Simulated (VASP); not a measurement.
HfNbTe4: single point with PBE

The system is HfNbTe4.

```
CELL_PARAMETERS angstrom
4.95388 0.00000 0.00000
0.00000 4.95388 0.00000
0.00000 0.00000 6.97333
ATOMIC_POSITIONS crystal
Hf 0.00000 0.00000 0.50000
Nb 0.50000 0.50000 0.00000
Te 0.00000 0.50000 0.24327
Te 0.50000 0.00000 0.24327
Te 0.00000 0.50000 0.75673
Te 0.50000 0.00000 0.75673
```

The cell was built from a structure type or drawn by symmetry, and may not be a known phase.

| Quantity | Value |
| --- | --- |
| Program | VASP 6.6.1 |
| Task | single point |
| Functional | PBE |
| Potentials or basis | VASP PAW PBE potentials, release 64 (Hf_pv, Nb_sv, Te) |
| Cutoff | 520 eV |
| k mesh | 4 × 4 × 4 |
| Occupations | gaussian, width 0.1 eV |
| Spin | collinear spin |
| Starting moments | [0.0, 1.0, 0.0, 0.0, 0.0, 0.0] μB |

| Item | Value |
| --- | --- |
| Pressure | 0.4 GPa |
| Largest force | 0.119 eV/Å |
| Net moment | 1.72 μB per cell |
| Site moments | Hf +0.09; Nb +1.19; Te -0.03 μB |
| Valence electrons inside the program's atomic spheres | Hf 8.01; Nb 10.54; Te 3.41 |

Forces on the atoms (eV/Å):
```
Hf   0.000  0.000  0.000
Nb   0.000  0.000  0.000
Te   0.000  0.000  0.119
Te   0.000  0.000  0.119
Te   0.000  0.000 -0.119
Te   0.000  0.000 -0.119
```

Stress tensor (GPa, compression positive):
```
0.25 0.00 0.00
0.00 0.25 0.00
0.00 0.00 0.54
```

Levels at points of the mesh, in eV from the Fermi level:
Spin up:
```tsv
k point	band 22	band 23	band 24	band 25	band 26	band 27	band 28	band 29
(0.00, 0.00, 0.00)	-0.12	-0.12	-0.06	-0.02	0.73	1.59	1.69	3.28
(0.50, 0.00, 0.00)	-0.78	-0.49	-0.43	0.17	0.62	1.20	1.52	2.28
(0.50, 0.50, 0.00)	-1.05	-0.70	0.25	0.73	1.61	1.66	1.67	1.67
(0.00, 0.00, 0.50)	-0.60	-0.52	-0.52	-0.33	0.19	0.62	2.42	2.42
(0.50, 0.00, 0.50)	-2.22	-2.15	-0.45	-0.30	0.38	0.50	1.49	1.74
(0.50, 0.50, 0.50)	-0.51	0.03	0.59	1.09	1.15	1.30	1.52	1.52
```
Spin down:
| k point | band 19 | band 20 | band 21 | band 22 | band 23 | band 24 | band 25 | band 26 | band 27 | band 28 |
| --- | --- | --- | --- | --- | --- | --- | --- | --- | --- | --- |
| (0.00, 0.00, 0.00) | -1.15 | -0.17 | -0.10 | -0.10 | -0.02 | 0.42 | 0.51 | 1.18 | 1.66 | 2.05 |
| (0.50, 0.00, 0.00) | -2.96 | -1.72 | -1.60 | -0.48 | -0.38 | 0.68 | 0.73 | 1.31 | 1.44 | 2.25 |
| (0.50, 0.50, 0.00) | -1.11 | -1.11 | -1.08 | -0.33 | 0.00 | 1.17 | 1.26 | 1.60 | 1.61 | 2.06 |
| (0.00, 0.00, 0.50) | -1.99 | -0.51 | -0.51 | -0.46 | -0.46 | 0.31 | 0.67 | 0.84 | 0.86 | 2.67 |
| (0.50, 0.00, 0.50) | -2.32 | -2.31 | -2.30 | -2.19 | -2.14 | 0.61 | 0.68 | 0.81 | 0.86 | 1.88 |
| (0.50, 0.50, 0.50) | -2.53 | -1.21 | -0.97 | 0.64 | 0.98 | 1.14 | 1.18 | 1.25 | 1.32 | 2.03 |

Run time: 4.3 min on 1 thread of Intel(R) Xeon(R) Platinum 8488C (Sapphire Rapids) (shared host), peak memory 0.45 GiB.

Caveat: spin-orbit coupling is left out, which moves the levels of the heavy elements.
